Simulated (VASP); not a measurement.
A run of VASP 6.6.1:

The input POSCAR:

```
BN
1.0
    2.5039917043      0.0000000000      0.0000000000
   -1.2519958522      2.1685204268      0.0000000000
    0.0000000000      0.0000000000      6.6612000000
B N
2 2
Direct
    0.3333333333      0.6666666667      0.2500000000
    0.6666666667      0.3333333333      0.7500000000
    0.2756903439      0.6378451720      0.7500000000
    0.6090236773      0.3045118386      0.2500000000
```

INCAR.step1

```
SYSTEM = BN
ALGO = Normal ; EDIFF = 1E-4
ENCUT = 520 ; GGA = PE
ISMEAR = 0 ; LASPH = .True.
LCHARG = .False. ; LREAL = .False.
LWAVE = .True. ; NBANDS = 16
NELM = 80 ; PREC = Accurate
SIGMA = 0.05
```

Contents of INCAR.step2:

```
SYSTEM = BN
ALGO = Normal ; EDIFF = 1E-6
ENCUT = 520 ; ISIF = 2
ISMEAR = 0 ; ISTART = 1
LASPH = .True. ; LCHARG = .False.
LMIXTAU = .True. ; LREAL = .False.
LWAVE = .False. ; METAGGA = R2SCAN
NBANDS = 16 ; NELM = 80
PREC = Accurate ; SIGMA = 0.05
```

KPOINTS

```
k-points
0
Gamma
  12 12 4
  0 0 0
```

Potentials or basis: VASP PAW PBE potentials, release 64 (B, N).

Launch:

```sh
$ cat potpaw_PBE.64/B/POTCAR potpaw_PBE.64/N/POTCAR > POTCAR
$ cp INCAR.step1 INCAR
$ mpirun -np 1 vasp_std > vasp.out
$ cp INCAR.step2 INCAR
$ mpirun -np 1 vasp_std > vasp.out
```

Hardware: 1 thread of Intel(R) Xeon(R) 6975P-C (Granite Rapids), on a shared host.

Estimate the wall time of this run.

Wall time 110 s on 1 thread of Intel(R) Xeon(R) 6975P-C (Granite Rapids) (shared host), peak memory 0.19 GiB. Counts: k points 129.
